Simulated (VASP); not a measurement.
# Sn2TeS (P6_3mc) in VASP: single point with PBE

Aim: the single point of Sn2TeS with PBE.

Program: VASP 6.6.1. These are calculated values, not measurements. Logs are shortened: lines on timing, memory, paths and dates and some standing lists are left out, and cuts for length are marked.

## 1. The cell of the first run

The structure is hexagonal, space group P6_3mc (No. 186). The conventional cell has a = 4.268 Å, b = 4.268 Å, c = 15.498 Å, α = 90.00°, β = 90.00°, γ = 120.00°. Sn (site symmetry 3m) has 3 Te at 3.01 Å and 3 S at 3.39 Å and 1 Sn at 3.60 Å within 4.0 Å. Sn (site symmetry 3m) has 3 S at 2.77 Å and 3 Te at 3.45 Å and 1 Sn at 3.60 Å within 3.7 Å. Te (site symmetry 3m) has 6 Sn at 3.01 to 3.45 Å within 4.0 Å. S (site symmetry 3m) has 6 Sn at 2.77 to 3.39 Å within 3.7 Å.

## 2. Single point, PBE

Contents of INCAR:

```
SYSTEM = Sn2TeS
PREC = Accurate ; ENCUT = 500
EDIFF = 1E-6 ; ISMEAR = 0
SIGMA = 0.01 ; LREAL = .False.
LASPH = .True. ; NELM = 120
ALGO = Normal ; ISIF = 2
LWAVE = .False. ; LCHARG = .True.
GGA = PE ; LELF = .True.
LVHAR = .True. ; NBANDS = 50
GGA_COMPAT = .False.
```

Contents of KPOINTS:

```
regular mesh
0
Gamma
  12 12 4
  0 0 0
```

Contents of POSCAR:

```
Sn2TeS
1.0
    4.2677145259      0.0000000000      0.0000000000
   -2.1338572629      3.6959491955      0.0000000000
    0.0000000000      0.0000000000     15.4981591778
Sn Te S
4 2 2
Direct
    0.3333333333      0.6666666667      0.6198354601
    0.6666666667      0.3333333333      0.1198354601
    0.6666666667      0.3333333333      0.3521687512
    0.3333333333      0.6666666667      0.8521687512
    0.0000000000      0.0000000000      0.0080715841
    0.0000000000      0.0000000000      0.5080715841
    0.3333333333      0.6666666667      0.2699276005
    0.6666666667      0.3333333333      0.7699276005
```

Potentials or basis: VASP PAW PBE potentials, release 64 (Sn_d, Te, S).

Started as:

```bash
cat potpaw_PBE.64/Sn_d/POTCAR potpaw_PBE.64/Te/POTCAR potpaw_PBE.64/S/POTCAR > POTCAR
mpirun -np 1 vasp_std > vasp.out
```

OUTCAR:

```text
SYSTEM = Sn2TeS
   PREC = Accurate
   ENCUT = 500
   EDIFF = 1E-6
   ISMEAR = 0
   LREAL = .False.
   LASPH = .True.
   NELM = 120
   ISIF = 2
   GGA = PE

 ion  position               nearest neighbor table
   1  0.333  0.667  0.620-   6 3.01   6 3.01   6 3.01   4 3.60
   2  0.667  0.333  0.120-   5 3.01   5 3.01   5 3.01   3 3.60
   3  0.667  0.333  0.352-   7 2.77   7 2.77   7 2.77   6 3.45   6 3.45   6 3.45   2 3.60
   4  0.333  0.667  0.852-   8 2.77   8 2.77   8 2.77   5 3.45   5 3.45   5 3.45   1 3.60
   5  0.000  0.000  0.008-   2 3.01   2 3.01   2 3.01   4 3.45   4 3.45   4 3.45
   6  0.000  0.000  0.508-   1 3.01   1 3.01   1 3.01   3 3.45   3 3.45   3 3.45
   7  0.333  0.667  0.270-   3 2.77   3 2.77   3 2.77
   8  0.667  0.333  0.770-   4 2.77   4 2.77   4 2.77

  LATTYP: Found a hexagonal cell.
 ALAT       =     4.2677145259
 C/A-ratio  =     3.6314891926

  Lattice vectors:

 A1 = (   4.2677145259,   0.0000000000,   0.0000000000)
 A2 = (  -2.1338572629,   3.6959491955,   0.0000000000)
 A3 = (   0.0000000000,   0.0000000000,  15.4981591778)

Analysis of symmetry for initial positions (statically):
=====================================================================
 Subroutine PRICEL returns:
 Original cell was already a primitive cell.

 Routine SETGRP: Setting up the symmetry group for a
 hexagonal supercell.

 Subroutine GETGRP returns: Found 12 space group operations
 (whereof  6 operations were pure point group operations)
 out of a pool of 24 trial point group operations.

The static configuration has the point symmetry C_3v.
 The point group associated with its full space group is C_6v.

Analysis of symmetry for dynamics (positions and initial velocities):
=====================================================================
 Subroutine PRICEL returns:
 Original cell was already a primitive cell.

 Routine SETGRP: Setting up the symmetry group for a
 hexagonal supercell.

 Subroutine GETGRP returns: Found 12 space group operations
 (whereof  6 operations were pure point group operations)
 out of a pool of 24 trial point group operations.

The dynamic configuration has the point symmetry C_3v.
 The point group associated with its full space group is C_6v.

 Subroutine INISYM returns: Found 12 space group operations
 (whereof  6 operations are pure point group operations),
 and found     1 'primitive' translations

----------------------------------------------------------------------------------------

                                     Primitive cell

  volume of cell :     244.4564

  direct lattice vectors                    reciprocal lattice vectors
     4.267714526  0.000000000  0.000000000     0.234317454  0.135283245  0.000000000
    -2.133857263  3.695949195  0.000000000     0.000000000  0.270566490  0.000000000
     0.000000000  0.000000000 15.498159178     0.000000000  0.000000000  0.064523792

  length of vectors
     4.267714526  4.267714526 15.498159178     0.270566490  0.270566490  0.064523792

  position of ions in fractional coordinates (direct lattice)
     0.333333333  0.666666667  0.619835460
     0.666666667  0.333333333  0.119835460
     0.666666667  0.333333333  0.352168751
     0.333333333  0.666666667  0.852168751
     0.000000000  0.000000000  0.008071584
     0.000000000  0.000000000  0.508071584
     0.333333333  0.666666667  0.269927600
     0.666666667  0.333333333  0.769927600

  ion indices of the primitive-cell ions
   primitive index   ion index
                 1           1
                 2           2
                 3           3
                 4           4
                 5           5
                 6           6
                 7           7
                 8           8

----------------------------------------------------------------------------------------

 KPOINTS: regular mesh

Automatic generation of k-mesh.
 Grid dimensions read from file:
 generate k-points for:   12   12    4

 Generating k-lattice:

  Cartesian coordinates                     Fractional coordinates (reciprocal lattice)
     0.019526454  0.011273604  0.000000000     0.083333333  0.000000000  0.000000000
     0.000000000  0.022547207  0.000000000     0.000000000  0.083333333  0.000000000
     0.000000000  0.000000000  0.016130948     0.000000000  0.000000000  0.250000000

  Length of vectors
     0.022547207  0.022547207  0.016130948

  Shift w.r.t. Gamma in fractional coordinates (k-lattice)
     0.000000000  0.000000000  0.000000000

 Subroutine IBZKPT returns following result:
 ===========================================

 Found     57 irreducible k-points:

 Following reciprocal coordinates:
            Coordinates               Weight
  0.000000  0.000000  0.000000      1.000000
  0.083333  0.000000  0.000000      6.000000
  0.166667  0.000000  0.000000      6.000000
  0.250000 -0.000000  0.000000      6.000000
  0.333333  0.000000  0.000000      6.000000
  0.416667 -0.000000  0.000000      6.000000
[... 16 lines left out ...]
  0.250000 -0.000000  0.250000     12.000000
  0.333333  0.000000  0.250000     12.000000
 [... further k-points ...]
   k-points           NKPTS =     57   k-points in BZ     NKDIM =     57   number of bands    NBANDS=     50
   number of dos      NEDOS =    301   number of ions     NIONS =      8
   total plane-waves  NPLWV = 122880
   dimension x,y,z NGX =    32 NGY =   32 NGZ =  120
   dimension x,y,z NGXF=    64 NGYF=   64 NGZF=  240
   ions per type =               4   2   2
   NGX,Y,Z   is equivalent  to a cutoff of  12.47, 12.47, 12.87 a.u.
   NGXF,Y,Z  is equivalent  to a cutoff of  24.93, 24.93, 25.74 a.u.
 SYSTEM =  Sn2TeS
   PREC   = accura    normal or accurate (medium, high low for compatibility)
   ISTART =      0    job   : 0-new  1-cont  2-samecut
   ICHARG =      2    charge: 1-file 2-atom 10-const
   ISPIN  =      1    spin polarized calculation?
   LNONCOLLINEAR =      F non collinear calculations
   LSORBIT =      F    spin-orbit coupling
   LASPH  =      T    aspherical Exc in radial PAW
   ENCUT  =  500.0 eV  36.75 Ry    6.06 a.u.   7.78  7.78 28.26*2*pi/ulx,y,z
   NELM   =    120;   NELMIN=  2; NELMDL= -5     # of ELM steps
   EDIFF  = 0.1E-05   stopping-criterion for ELM
   LREAL  =      F    real-space projection
   EDIFFG = 0.1E-04   stopping-criterion for IOM
   NSW    =      0    number of steps for IOM
   IBRION =     -1    ionic relax: 0-MD 1-quasi-New 2-CG
   NFREE  =      0    steps in history (QN), initial steepest desc. (CG)
   ISIF   =      2    stress and relaxation
   ISYM   =      2    0-nonsym 1-usesym 2-fastsym
   POTIM  = 0.5000    time-step for ionic-motion
   TEBEG  =    0.0;   TEEND  =   0.0 temperature during run
   PSTRESS=    0.0 pullay stress
   NELECT =      80.0000    total number of electrons
   NUPDOWN=      -1.0000    fix difference up-down
   EMIN   =  10.00;   EMAX   =-10.00  energy-range for DOS
   EFERMI =   0.00;   METHOD = LEGACY
   ISMEAR =     0;   SIGMA  =   0.01  broadening in eV -4-tet -1-fermi 0-gaus
   EFERMI_NEDOS =   21; number of points for ismear=-14 and -15
   IALGO  =     38    algorithm
   IMIX   =      4    mixing-type and parameters
     AMIX     =   0.40;   BMIX     =  1.00
     AMIX_MAG =   1.60;   BMIX_MAG =  1.00
  volume/ion in A,a.u.               =      30.56       206.21
  Fermi-wavevector in a.u.,A,eV,Ry     =   1.128161  2.131915 17.316771  1.272747
  Thomas-Fermi vector in A             =   2.264850
   LORBIT       =      0    0 simple, 1 ext, 2 COOP (PROOUT), +10 PAW based schemes
   GGA     = PE    functional components
   LHFCALC =     F    Hartree Fock is set to
   AEXX    =    0.0000 exact exchange contribution
   IVDW    =     0    specifies the selected vdW correction
   LEPSILON=     F    determine dielectric tensor
   LRPA    =     F    only Hartree local field effects (RPA)
 non-spin polarized calculation
 Gauss-broadening in eV      SIGMA  =   0.01
  energy-cutoff  :      500.00
  volume of cell :      244.46
 maximum number of plane-waves:      6248
 NGX is ok and might be reduce to    32
   NGX = 15   NGY = 15   NGZ = 57

 number of electron      80.0000020 magnetization

 Free energy of the ion-electron system (eV)
  ---------------------------------------------------
  ext. energy  EPLUGINS =         0.00000000
  ---------------------------------------------------
  free energy    TOTEN  =       -32.30603684 eV

  energy without entropy =      -32.30603684  energy(sigma->0) =      -32.30603684

 E-fermi :   5.7708     XC(G=0):  -9.1646

 val. band max:        5.7274433275   @ k =   0.0833   0.0000   0.0000
 cond. band min:       5.8108354682   @ k =   0.5000  -0.0000   0.0000
 fundamental gap:      0.0833921407
 Fermi energy:         5.7707647408

 k-point     1 :       0.0000    0.0000    0.0000
  band No.  band energies     occupation
      1     -16.0284      2.00000
      2     -16.0277      2.00000
      3     -16.0219      2.00000
      4     -16.0219      2.00000
      5     -16.0217      2.00000
      6     -16.0217      2.00000
[... 42 lines left out ...]
     49       8.5091      0.00000
     50       8.5652      0.00000

 k-point     2 :       0.0833    0.0000    0.0000
  band No.  band energies     occupation
      1     -16.0281      2.00000
      2     -16.0274      2.00000
      3     -16.0225      2.00000
      4     -16.0223      2.00000
      5     -16.0213      2.00000
      6     -16.0211      2.00000
[... 42 lines left out ...]
     49       8.6364      0.00000
     50       8.6914      0.00000

 k-point     3 :       0.1667    0.0000    0.0000
  band No.  band energies     occupation
      1     -16.0279      2.00000
      2     -16.0274      2.00000
      3     -16.0233      2.00000
      4     -16.0232      2.00000
      5     -16.0199      2.00000
      6     -16.0196      2.00000
[... 1102 lines left out ...]
     49       9.0876      0.00000
     50       9.1997      0.00000

 k-point    24 :       0.3333    0.0000    0.2500
  band No.  band energies     occupation
      1     -16.0330      2.00000
      2     -16.0327      2.00000
      3     -16.0217      2.00000
      4     -16.0213      2.00000
      5     -16.0182      2.00000
      6     -16.0178      2.00000
[... 42 lines left out ...]
     49       9.2954      0.00000
     50       9.6115      0.00000

 [... further k-points ...]

------------------------ aborting loop because EDIFF is reached ----------------------------------------

  FORCE on cell =-STRESS in cart. coord.  units (eV):
  Direction    XX          YY          ZZ          XY          YZ          ZX
  --------------------------------------------------------------------------------------
  -------------------------------------------------------------------------------------
  Total       -0.0625430     -0.0625430     -0.0275622     -0.0000000      0.0000000      0.0000000
  in kB       -0.4099091     -0.4099091     -0.1806438     -0.0000000      0.0000000      0.0000000
  external PRESSURE =      -0.3334873 kB  Pullay stress =       0.0000000 kB

 VOLUME and BASIS-vectors are now :
 -----------------------------------------------------------------------------
  energy-cutoff  :      500.00
  volume of cell :      244.46
      direct lattice vectors                 reciprocal lattice vectors
     4.267714526  0.000000000  0.000000000     0.234317454  0.135283245  0.000000000
    -2.133857263  3.695949195  0.000000000     0.000000000  0.270566490  0.000000000
     0.000000000  0.000000000 15.498159178     0.000000000  0.000000000  0.064523792

 POSITION                                       TOTAL-FORCE (eV/Angst)
 -----------------------------------------------------------------------------------
     -0.00000      2.46397      9.60631        -0.000000      0.000000      0.010052
      2.13386      1.23198      1.85723         0.000000     -0.000000      0.010052
      2.13386      1.23198      5.45797         0.000000     -0.000000      0.003987
     -0.00000      2.46397     13.20705        -0.000000      0.000000      0.003987
      0.00000      0.00000      0.12509        -0.000000     -0.000000     -0.014665
      0.00000      0.00000      7.87417        -0.000000      0.000000     -0.014665
     -0.00000      2.46397      4.18338         0.000000     -0.000000      0.000626
      2.13386      1.23198     11.93246        -0.000000     -0.000000      0.000626
 -----------------------------------------------------------------------------------
    total drift:                                0.000000      0.000000     -0.002156

  FREE ENERGIE OF THE ION-ELECTRON SYSTEM (eV)
  ---------------------------------------------------
  free  energy   TOTEN  =       -32.3060368374 eV

  energy  without entropy=      -32.3060368374  energy(sigma->0) =      -32.30603684
```

Run time: 13 min. Hardware: 1 thread of Oxide Virtual Turin-like, shared host; peak memory 0.67 GiB.

What came out:

```
Free energy            : -32.3060 eV
Pressure               : 0.0 GPa
Largest force          : 0.015 eV/Å
Band gap on the k mesh : 0.08 eV (least direct gap 0.83 eV)
```

Forces on the atoms (eV/Å):
```
Sn   0.000  0.000  0.010
Sn   0.000  0.000  0.010
Sn   0.000  0.000  0.004
Sn   0.000  0.000  0.004
Te   0.000  0.000 -0.015
Te   0.000  0.000 -0.015
S    0.000  0.000  0.001
S    0.000  0.000  0.001
```

Caveat: semilocal functionals underestimate gaps, and a narrow one can read as zero; spin-orbit coupling is left out, which moves the levels of the heavy elements.
